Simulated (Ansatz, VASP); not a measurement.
## TiGa3 in VASP and in Ansatz

```
Ti Ga
1.0
    -1.93239    1.93239    4.36700
     1.93239   -1.93239    4.36700
     1.93239    1.93239   -4.36700
Ti Ga
1 3
Direct
  0.00000 0.00000 0.00000
  0.50000 0.50000 0.00000
  0.75000 0.25000 0.50000
  0.25000 0.75000 0.50000
```

Change from the starting cell: equal xx and yy strain of +2 %.

Alike in both runs: task single point; functional PBEsol; k mesh 14 × 14 × 14; occupations fermi-dirac, width 0.05 eV; no spin polarisation.

|  | VASP | Ansatz |
| --- | --- | --- |
| version | VASP 6.6.1 | Ansatz 0.2.0 |
| potentials or method | VASP PAW PBE potentials, release 64 (Ti_sv, Ga_d), cutoff 520 eV | all-electron LAPW, scalar-relativistic |

Ansatz gave:

```
pressure (GPa)                                                : -6.7
traceless stress, the component that is largest in VASP (GPa) : 2.75
```

Task: Estimate VASP's values.

Result: Pressure (GPa): -6.6; traceless stress, the component that is largest in VASP (GPa): 2.74.

VASP's potentials were made for PBE, not for PBEsol. Ansatz ran all-electron here, and VASP with PAW potentials.
